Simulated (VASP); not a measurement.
Crystal: AlInSbN2.

```xyz
5
Lattice="3.2046 0.0000 0.0000 -1.6023 2.7752 0.0000 0.0000 0.0000 9.2096" Properties=species:S:1:pos:R:3 pbc="T T T"
Al    0.0000    0.0000    3.3224
In    0.0000    1.8502    0.4499
Sb    1.6023    0.9251    6.4740
N     1.6023    0.9251    2.8734
N     0.0000    0.0000    5.2995
```

- Program: VASP 6.6.1
- Task: relaxation of cell and atoms
- Functional: PBE
- Potentials or basis: VASP PAW PBE potentials, release 64 (Al, In_d, Sb, N)
- Cutoff: 600 eV
- k mesh: 12 × 12 × 4
- Occupations: gaussian, width 0.1 eV
- Spin: no spin polarisation

At the start: pressure -0.1 GPa; volume 16.38 Å³/atom.

Problem. How do energy, volume and symmetry change on relaxing?

Solution. Over 18 steps the energy falls by 2.6 meV/atom and the volume is 16.62 Å³/atom (+1.4 %); space group P3m1 (No. 156, to 0.05 Å).

The path:
```csv
step,energy change (eV),largest force (eV/Å),pressure (GPa),volume (Å³)
1,0.0000,0.1425,-0.06,81.90
2,-0.0030,0.1200,0.34,81.83
3,-0.0033,0.1761,0.49,81.81
4,-0.0056,0.1331,0.15,82.17
5,-0.0069,0.1332,-0.23,82.60
6,-0.0071,0.1646,-0.40,82.80
7,-0.0091,0.1175,-0.30,82.86
8,-0.0120,0.0626,0.03,83.02
9,-0.0120,0.0720,0.07,83.05
10,-0.0124,0.0467,-0.02,83.15
11,-0.0125,0.0507,-0.17,83.30
12,-0.0128,0.0538,-0.03,83.24
13,-0.0128,0.0541,0.00,83.22
14,-0.0129,0.0376,0.00,83.20
15,-0.0131,0.0271,0.00,83.17
16,-0.0131,0.0129,-0.04,83.16
17,-0.0131,0.0160,-0.05,83.16
18,-0.0131,0.0060,0.02,83.08
```

Final structure:
```yaml
crystal:
  lattice:
    - [3.19287, 0.00000, 0.00000]
    - [-1.59643, 2.76510, 0.00000]
    - [0.00000, 0.00000, 9.41018]
  atoms:
    - { symbol: Al, position: [0.00000, 0.00000, 0.36133] }
    - { symbol: In, position: [0.33333, 0.66667, 0.05897] }
    - { symbol: Sb, position: [0.66667, 0.33333, 0.69681] }
    - { symbol: N, position: [0.66667, 0.33333, 0.31206] }
    - { symbol: N, position: [0.00000, 0.00000, 0.57082] }
```
